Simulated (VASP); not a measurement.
# ZnO in VASP: a series of runs

Runs on ZnO. Level: PBE+D3(BJ). Tasks: single point.

Program: VASP 6.6.1. These are calculated values, not measurements. Logs are shortened: lines on timing, memory, paths and dates and some standing lists are left out, and cuts for length are marked.

## Step 1: The cell of the first run

The cell holds a slab with vacuum, 24 atoms: a = 6.509 Å, b = 5.256 Å, c = 24.577 Å, α = 90.00°, β = 90.00°, γ = 90.00°.

## Step 2: Single point, PBE+D3(BJ)

The input, INCAR:

```
SYSTEM = ZnO
ALGO = Normal
DIPOL = 0.5 0.5 0.459
EDIFF = 1E-6
ENCUT = 520
GGA = PE
IDIPOL = 3
ISIF = 2
ISMEAR = 0
IVDW = 12
LASPH = .TRUE.
LCHARG = .TRUE.
LDIPOL = .TRUE.
LELF = .TRUE.
LREAL = Auto
LVACPOTAV = .TRUE.
LVHAR = .TRUE.
LWAVE = .FALSE.
NBANDS = 126
NELM = 100
PREC = Accurate
SIGMA = 0.05
```

The input, KPOINTS:

```
k-points
0
G
  3 3 1
  0 0 0
```

The input, POSCAR:

```
ZnO
1.0
    6.5094894533      0.0000000000      0.0000000000
    0.0000000000      5.2564237859      0.0000000000
    0.0000000000      0.0000000000     24.5769471043
Zn O
12 12
Direct
    0.5000000000      0.9983827817      0.3255082889
    0.0000000000      0.9983827817      0.3255082889
    0.7500000000      0.4983827817      0.3637377675
    0.2500000000      0.4983827817      0.3637377675
    0.7500000000      0.9983827817      0.4401967246
    0.2500000000      0.9983827817      0.4401967246
   -0.0019298189      0.4983033194      0.4769408072
    0.5020396322      0.4982860088      0.4769376457
   -0.0002256506      0.9994434768      0.5562578951
    0.4969344407      1.0000049436      0.5566927017
    0.2504015960      0.4668055430      0.5776536639
    0.7490812594      0.4814492450      0.5936846464
    0.5000000000      0.6195172183      0.3255082889
    0.0000000000      0.6195172183      0.3255082889
    0.7500000000      0.1195172183      0.3637377675
    0.2500000000      0.1195172183      0.3637377675
    0.7500000000      0.6195172183      0.4401967246
    0.2500000000      0.6195172183      0.4401967246
   -0.0006272663      0.1190351538      0.4776698630
    0.5003955785      0.1189379763      0.4778491124
   -0.0043000809      0.6190079809      0.5547641166
    0.5043793510      0.6197518324      0.5547858218
    0.2479008889      0.1169435307      0.5920219477
    0.7489982400      0.1151520028      0.5946633129
```

Potentials or basis: VASP PAW PBE potentials, release 64 (Zn, O).

Launch:

```console
cat potpaw_PBE.64/Zn/POTCAR potpaw_PBE.64/O/POTCAR > POTCAR
mpirun -np 1 vasp_std > vasp.out
```

OUTCAR:

```text
SYSTEM = ZnO
   EDIFF = 1E-6
   ENCUT = 520
   GGA = PE
   ISIF = 2
   ISMEAR = 0
   IVDW = 12
   LASPH = .TRUE.
   LREAL = Auto
   NELM = 100
   PREC = Accurate
 IVDW          = 12

 ion  position               nearest neighbor table
   1  0.500  0.998  0.326-  15 1.98  16 1.98  13 1.99
   2  0.000  0.998  0.326-  15 1.98  16 1.98  14 1.99
   3  0.750  0.498  0.364-  17 1.98  14 1.98  13 1.98  15 1.99
   4  0.250  0.498  0.364-  18 1.98  14 1.98  13 1.98  16 1.99
   5  0.750  0.998  0.440-  19 1.97  20 1.97  15 1.98  17 1.99
   6  0.250  0.998  0.440-  19 1.98  20 1.98  16 1.98  18 1.99
   7  0.998  0.498  0.477-  17 1.96  18 1.98  19 1.99  21 2.02  11 2.98
   8  0.502  0.498  0.477-  17 1.96  18 1.98  20 1.99  22 2.02  11 2.97
   9  1.000  0.999  0.556-  23 1.94  24 1.98  21 2.00  19 2.03  11 3.00
  10  0.497  0.000  0.557-  23 1.94  24 1.98  22 2.00  20 2.04  11 2.98
  11  0.250  0.467  0.578-  23 1.87  22 1.92  21 1.92   8 2.97   7 2.98  10 2.98   9 3.00
  12  0.749  0.481  0.594-  24 1.93  22 1.99  21 2.00
  13  0.500  0.620  0.326-   3 1.98   4 1.98   1 1.99
  14  0.000  0.620  0.326-   3 1.98   4 1.98   2 1.99
  15  0.750  0.120  0.364-   5 1.98   2 1.98   1 1.98   3 1.99
  16  0.250  0.120  0.364-   6 1.98   2 1.98   1 1.98   4 1.99
  17  0.750  0.620  0.440-   8 1.96   7 1.96   3 1.98   5 1.99
  18  0.250  0.620  0.440-   7 1.98   8 1.98   4 1.98   6 1.99
  19  0.999  0.119  0.478-   5 1.97   6 1.98   7 1.99   9 2.03
  20  0.500  0.119  0.478-   5 1.97   6 1.98   8 1.99  10 2.04
  21  0.996  0.619  0.555-  11 1.92   9 2.00  12 2.00   7 2.02
  22  0.504  0.620  0.555-  11 1.92  12 1.99  10 2.00   8 2.02
  23  0.248  0.117  0.592-  11 1.87  10 1.94   9 1.94
  24  0.749  0.115  0.595-  12 1.93   9 1.98  10 1.98

  LATTYP: Found a simple orthorhombic cell.
 ALAT       =     5.2564237859
 B/A-ratio  =     1.2383874890
 C/A-ratio  =     4.6756022926

  Lattice vectors:

 A1 = (   0.0000000000,  -5.2564237859,   0.0000000000)
 A2 = (   6.5094894533,   0.0000000000,   0.0000000000)
 A3 = (   0.0000000000,   0.0000000000,  24.5769471043)

Analysis of symmetry for initial positions (statically):
=====================================================================
 Subroutine PRICEL returns:
 Original cell was already a primitive cell.

 Routine SETGRP: Setting up the symmetry group for a
 simple orthorhombic supercell.

 Subroutine GETGRP returns: Found  1 space group operations
 (whereof  1 operations were pure point group operations)
 out of a pool of  8 trial point group operations.

The static configuration has the point symmetry C_1 .

Analysis of symmetry for dynamics (positions and initial velocities):
=====================================================================
 Subroutine PRICEL returns:
 Original cell was already a primitive cell.

 Routine SETGRP: Setting up the symmetry group for a
 simple orthorhombic supercell.

 Subroutine GETGRP returns: Found  1 space group operations
 (whereof  1 operations were pure point group operations)
 out of a pool of  8 trial point group operations.

The dynamic configuration has the point symmetry C_1 .

 Subroutine INISYM returns: Found  1 space group operations
 (whereof  1 operations are pure point group operations),
 and found     1 'primitive' translations

----------------------------------------------------------------------------------------

                                     Primitive cell

  volume of cell :     840.9404

  direct lattice vectors                    reciprocal lattice vectors
     6.509489453  0.000000000  0.000000000     0.153621879  0.000000000  0.000000000
     0.000000000  5.256423786  0.000000000     0.000000000  0.190243413  0.000000000
     0.000000000  0.000000000 24.576947104     0.000000000  0.000000000  0.040688536

  length of vectors
     6.509489453  5.256423786 24.576947104     0.153621879  0.190243413  0.040688536

  position of ions in fractional coordinates (direct lattice)
     0.500000000  0.998382782  0.325508289
     0.000000000  0.998382782  0.325508289
     0.750000000  0.498382782  0.363737767
     0.250000000  0.498382782  0.363737767
     0.750000000  0.998382782  0.440196725
     0.250000000  0.998382782  0.440196725
[... 16 lines left out ...]
     0.247900889  0.116943531  0.592021948
     0.748998240  0.115152003  0.594663313

  ion indices of the primitive-cell ions
   primitive index   ion index
                 1           1
                 2           2
                 3           3
                 4           4
                 5           5
                 6           6
[... 16 lines left out ...]
                23          23
                24          24

----------------------------------------------------------------------------------------

 KPOINTS: k-points

Automatic generation of k-mesh.
 Grid dimensions read from file:
 generate k-points for:    3    3    1

 Generating k-lattice:

  Cartesian coordinates                     Fractional coordinates (reciprocal lattice)
     0.051207293  0.000000000  0.000000000     0.333333333  0.000000000  0.000000000
     0.000000000  0.063414471  0.000000000     0.000000000  0.333333333  0.000000000
     0.000000000  0.000000000  0.040688536     0.000000000  0.000000000  1.000000000

  Length of vectors
     0.051207293  0.063414471  0.040688536

  Shift w.r.t. Gamma in fractional coordinates (k-lattice)
     0.000000000  0.000000000  0.000000000

 Subroutine IBZKPT returns following result:
 ===========================================

 Found      5 irreducible k-points:

 Following reciprocal coordinates:
            Coordinates               Weight
  0.000000  0.000000  0.000000      1.000000
  0.333333  0.000000  0.000000      2.000000
  0.000000  0.333333  0.000000      2.000000
  0.333333  0.333333  0.000000      2.000000
 -0.333333  0.333333  0.000000      2.000000
   k-points           NKPTS =      5   k-points in BZ     NKDIM =      5   number of bands    NBANDS=    126
   number of dos      NEDOS =    301   number of ions     NIONS =     24
   total plane-waves  NPLWV = 368640
   dimension x,y,z NGX =    48 NGY =   40 NGZ =  192
   dimension x,y,z NGXF=    96 NGYF=   80 NGZF=  384
   ions per type =              12  12
   NGX,Y,Z   is equivalent  to a cutoff of  12.26, 12.65, 12.99 a.u.
   NGXF,Y,Z  is equivalent  to a cutoff of  24.52, 25.30, 25.97 a.u.
 SYSTEM =  ZnO
   PREC   = accura    normal or accurate (medium, high low for compatibility)
   ISTART =      0    job   : 0-new  1-cont  2-samecut
   ICHARG =      2    charge: 1-file 2-atom 10-const
   ISPIN  =      1    spin polarized calculation?
   LNONCOLLINEAR =      F non collinear calculations
   LSORBIT =      F    spin-orbit coupling
   LASPH  =      T    aspherical Exc in radial PAW
   ENCUT  =  520.0 eV  38.22 Ry    6.18 a.u.  12.10  9.77 45.70*2*pi/ulx,y,z
   NELM   =    100;   NELMIN=  2; NELMDL= -5     # of ELM steps
   EDIFF  = 0.1E-05   stopping-criterion for ELM
   LREAL  =      T    real-space projection
   EDIFFG = 0.1E-04   stopping-criterion for IOM
   NSW    =      0    number of steps for IOM
   IBRION =     -1    ionic relax: 0-MD 1-quasi-New 2-CG
   NFREE  =      0    steps in history (QN), initial steepest desc. (CG)
   ISIF   =      2    stress and relaxation
   ISYM   =      2    0-nonsym 1-usesym 2-fastsym
   POTIM  = 0.5000    time-step for ionic-motion
   TEBEG  =    0.0;   TEEND  =   0.0 temperature during run
   PSTRESS=    0.0 pullay stress
   NELECT =     216.0000    total number of electrons
   NUPDOWN=      -1.0000    fix difference up-down
   EMIN   =  10.00;   EMAX   =-10.00  energy-range for DOS
   EFERMI =   0.00;   METHOD = LEGACY
   ISMEAR =     0;   SIGMA  =   0.05  broadening in eV -4-tet -1-fermi 0-gaus
   EFERMI_NEDOS =   21; number of points for ismear=-14 and -15
   IALGO  =     38    algorithm
   IMIX   =      4    mixing-type and parameters
     AMIX     =   0.40;   BMIX     =  1.00
     AMIX_MAG =   1.60;   BMIX_MAG =  1.00
  volume/ion in A,a.u.               =      35.04       236.46
  Fermi-wavevector in a.u.,A,eV,Ry     =   1.040649  1.966542 14.734438  1.082951
  Thomas-Fermi vector in A             =   2.175234
   LORBIT       =      0    0 simple, 1 ext, 2 COOP (PROOUT), +10 PAW based schemes
   GGA     = PE    functional components
   LHFCALC =     F    Hartree Fock is set to
   AEXX    =    0.0000 exact exchange contribution
   IVDW    =    12    specifies the selected vdW correction
   LEPSILON=     F    determine dielectric tensor
   LRPA    =     F    only Hartree local field effects (RPA)
 non-spin polarized calculation
 Gauss-broadening in eV      SIGMA  =   0.05
  energy-cutoff  :      520.00
  volume of cell :      840.94
 maximum number of plane-waves:     22676
   NGX = 25   NGY = 19   NGZ = 91

 number of electron     216.0000004 magnetization

 dipolmoment           0.000000      0.000000      0.060355 electrons x Angstroem

 Free energy of the ion-electron system (eV)
  ---------------------------------------------------
  ext. energy  EPLUGINS =         0.00000000
  ---------------------------------------------------
  free energy    TOTEN  =      -102.48506272 eV

  energy without entropy =     -102.48506272  energy(sigma->0) =     -102.48506272

 E-fermi :  -2.7626     XC(G=0):  -4.2856

 val. band max:       -2.9913085092   @ k =   0.0000   0.0000   0.0000
 cond. band min:      -2.3773840345   @ k =   0.0000   0.0000   0.0000
 fundamental gap:      0.6139244747
 Fermi energy:        -2.7626384326

 k-point     1 :       0.0000    0.0000    0.0000
  band No.  band energies     occupation
      1     -21.2692      2.00000
      2     -21.0944      2.00000
      3     -20.9037      2.00000
      4     -20.8242      2.00000
      5     -20.7697      2.00000
      6     -20.5129      2.00000
[... 112 lines left out ...]
    119       2.7179      0.00000
    120       2.8783      0.00000

 k-point     2 :       0.3333    0.0000    0.0000
  band No.  band energies     occupation
      1     -21.1834      2.00000
      2     -21.0319      2.00000
      3     -20.9996      2.00000
      4     -20.8948      2.00000
      5     -20.7144      2.00000
      6     -20.5878      2.00000
[... 112 lines left out ...]
    119       3.1851      0.00000
    120       3.3525      0.00000

 k-point     3 :       0.0000    0.3333    0.0000
  band No.  band energies     occupation
      1     -21.1649      2.00000
      2     -21.0650      2.00000
      3     -20.8749      2.00000
      4     -20.7980      2.00000
      5     -20.7458      2.00000
      6     -20.5707      2.00000
[... 112 lines left out ...]
    119       2.4623      0.00000
    120       2.8109      0.00000

 k-point     4 :       0.3333    0.3333    0.0000
  band No.  band energies     occupation
      1     -21.0936      2.00000
      2     -21.0042      2.00000
      3     -20.9477      2.00000
      4     -20.8686      2.00000
      5     -20.6960      2.00000
      6     -20.5847      2.00000
[... 112 lines left out ...]
    119       2.8963      0.00000
    120       3.0254      0.00000

 k-point     5 :      -0.3333    0.3333    0.0000
  band No.  band energies     occupation
      1     -21.0937      2.00000
      2     -21.0042      2.00000
      3     -20.9477      2.00000
      4     -20.8685      2.00000
      5     -20.6961      2.00000
      6     -20.5847      2.00000
[... 112 lines left out ...]
    119       2.8913      0.00000
    120       3.0222      0.00000
 [bands above 120 left out]

------------------------ aborting loop because EDIFF is reached ----------------------------------------

 Edisp (eV)   -4.04541

 E8    (eV) :    -1.5820

  FORCE on cell =-STRESS in cart. coord.  units (eV):
  Direction    XX          YY          ZZ          XY          YZ          ZX
  --------------------------------------------------------------------------------------
  -------------------------------------------------------------------------------------
  Total       0.75748    -4.09154    -0.19775    -0.01402     0.56451     0.09419
  in kB       1.44317    -7.79529    -0.37676    -0.02670     1.07551     0.17945
  external pressure =       -2.24 kB  Pullay stress =        0.00 kB

 VOLUME and BASIS-vectors are now :
 -----------------------------------------------------------------------------
  energy-cutoff  :      520.00
  volume of cell :      840.94
      direct lattice vectors                 reciprocal lattice vectors
     6.509489453  0.000000000  0.000000000     0.153621879  0.000000000  0.000000000
     0.000000000  5.256423786  0.000000000     0.000000000  0.190243413  0.000000000
     0.000000000  0.000000000 24.576947104     0.000000000  0.000000000  0.040688536

 POSITION                                       TOTAL-FORCE (eV/Angst)
 -----------------------------------------------------------------------------------
      3.25474      5.24792      8.00000         0.001760     -1.325032      1.083643
      0.00000      5.24792      8.00000        -0.001706     -1.325167      1.084025
      4.88212      2.61971      8.93956        -0.000003      0.666559     -0.833831
      1.62737      2.61971      8.93956         0.000101      0.662389     -0.829302
      4.88212      5.24792     10.81869        -0.021728     -0.149613      0.263629
      1.62737      5.24792     10.81869         0.007140     -0.122667      0.279361
[... 16 lines left out ...]
      1.61371      0.61470     14.55009         0.032710     -0.002183     -0.020122
      4.87560      0.60529     14.61501        -0.014687      0.355599     -0.135542
 -----------------------------------------------------------------------------------
    total drift:                                0.001471      0.027301     -0.000831

  FREE ENERGIE OF THE ION-ELECTRON SYSTEM (eV)
  ---------------------------------------------------
  free  energy   TOTEN  =      -106.5304740415 eV

  energy  without entropy=     -106.5304740415  energy(sigma->0) =     -106.53047404

 vacuum level on the upper side and lower side of the slab         2.414         2.094
```

Wall time 16 min (1 thread of Intel Xeon Platinum 8488C (Sapphire Rapids), shared host); peak memory 0.9 GiB.

Results:

```yaml
Free_energy: -106.5305 eV
Largest_force: 1.712 eV/Å
Band_gap_on_the_k_mesh: 0.61 eV
Dispersion_energy_per_atom: -0.169 eV
```

Forces on the atoms (eV/Å):
```
Zn   0.002 -1.325  1.084
Zn  -0.002 -1.325  1.084
Zn   0.000  0.667 -0.834
Zn   0.000  0.662 -0.829
Zn  -0.022 -0.150  0.264
Zn   0.007 -0.123  0.279
Zn  -0.027 -0.096 -0.066
Zn   0.022 -0.101 -0.074
Zn  -0.328  0.208  0.382
Zn   0.351  0.214  0.348
Zn  -0.038 -0.160  0.149
Zn   0.057 -0.690 -1.115
O   -0.004  0.682  0.075
O    0.003  0.682  0.075
O   -0.002  0.083 -0.970
O    0.000  0.083 -0.960
O   -0.001  0.109  0.188
O    0.005  0.025  0.420
O    0.044  0.011 -0.095
O   -0.041  0.011 -0.092
O   -0.325  0.088  0.428
O    0.280  0.090  0.414
O    0.033 -0.002 -0.020
O   -0.015  0.356 -0.136
```

Levels at points of the mesh, in eV from the valence-band top:
```csv
k point,band 106,band 107,band 108,band 109,band 110,band 111
"(0.00, 0.00, 0.00)",-0.39,-0.12,0.00,0.61,1.59,3.08
```

Caveat: semilocal functionals underestimate gaps, and a narrow one can read as zero.

## Step 3: Single point, PBE+D3(BJ)

This run uses another cell than the first one.

The input, INCAR:

```
SYSTEM = ZnO
  ALGO = Normal
  DIPOL = 0.5 0.5 0.499
  EDIFF = 1E-7
  ENCUT = 520
  GGA = PE
  IDIPOL = 3
  ISIF = 2
  ISMEAR = 0
  IVDW = 12
  LASPH = .True.
  LCHARG = .False.
  LDIPOL = .True.
  LREAL = Auto
  LWAVE = .False.
  NBANDS = 126
  NELM = 100
  PREC = Accurate
  SIGMA = 0.05
```

The input, KPOINTS:

```
k-points
0
Gamma
  3 3 1
  0 0 0
```

The input, POSCAR:

```
ZnO
1.0
    6.5094894487      0.0000000000      0.0000000000
    0.0000000000      5.2564237859      0.0000000000
    0.0000000000      0.0000000000     22.5769470996
Zn O
12 12
Direct
    0.5000000000      0.9983827814      0.3543437456
    0.0000000000      0.9983827814      0.3543437456
    0.7500000000      0.4983827814      0.3959598183
    0.2500000000      0.4983827814      0.3959598183
    0.7500000000      0.9983827814      0.4791919637
    0.2500000000      0.9983827814      0.4791919637
    0.0000000000      0.4942166944      0.5178456200
    0.5000000000      0.4942166944      0.5178456200
    0.0000000000      0.9960886853      0.6077703422
    0.5000000000      0.9960886853      0.6077703422
    0.2500000000      0.4590729055      0.6306712393
    0.7500000000      0.4590729055      0.6306712393
    0.5000000000      0.6195172186      0.3543437456
    0.0000000000      0.6195172186      0.3543437456
    0.7500000000      0.1195172186      0.3959598183
    0.2500000000      0.1195172186      0.3959598183
    0.7500000000      0.6195172186      0.4791919637
    0.2500000000      0.6195172186      0.4791919637
    0.0000000000      0.1169774690      0.5200889426
    0.5000000000      0.1169774690      0.5200889426
    0.0000000000      0.6180923171      0.6037637886
    0.5000000000      0.6180923171      0.6037637886
    0.2500000000      0.1107480629      0.6450186528
    0.7500000000      0.1107480629      0.6450186528
```

Potentials or basis: VASP PAW PBE potentials, release 64 (Zn, O).

Launch:

```console
cat potpaw_PBE.64/Zn/POTCAR potpaw_PBE.64/O/POTCAR > POTCAR
mpirun -np 1 vasp_std > vasp.out
```

Wall time 34 min (1 thread of Intel Xeon 8259CL, shared host); peak memory 0.79 GiB.

It converged, with:

- Free energy: -106.7578 eV
- Largest force: 1.706 eV/Å
- Band gap on the k mesh: 0.69 eV
- Dispersion energy per atom: -0.170 eV

Forces on the atoms (eV/Å):
```
Zn   0.000 -1.321  1.080
Zn   0.000 -1.321  1.080
Zn   0.000  0.667 -0.864
Zn   0.000  0.667 -0.864
Zn   0.000 -0.164  0.303
Zn   0.000 -0.164  0.303
Zn   0.000  0.008  0.025
Zn   0.000  0.008  0.025
Zn   0.000 -0.014 -0.010
Zn   0.000 -0.014 -0.010
Zn   0.000  0.035  0.043
Zn   0.000  0.035  0.043
O    0.000  0.679  0.078
O    0.000  0.679  0.078
O    0.000  0.080 -0.974
O    0.000  0.080 -0.974
O    0.000  0.056  0.248
O    0.000  0.056  0.248
O    0.000 -0.004  0.034
O    0.000 -0.004  0.034
O    0.000  0.043 -0.031
O    0.000  0.043 -0.031
O    0.000 -0.066  0.068
O    0.000 -0.066  0.068
```

Levels at points of the mesh, in eV from the valence-band top:
| k point | band 104 | band 105 | band 106 | band 107 | band 108 | band 109 | band 110 | band 111 | band 112 | band 113 |
| --- | --- | --- | --- | --- | --- | --- | --- | --- | --- | --- |
| (0.00, 0.00, 0.00) | -0.67 | -0.49 | -0.36 | -0.12 | 0.00 | 0.69 | 1.79 | 3.33 | 3.39 | 4.76 |

Caveat: semilocal functionals underestimate gaps, and a narrow one can read as zero.
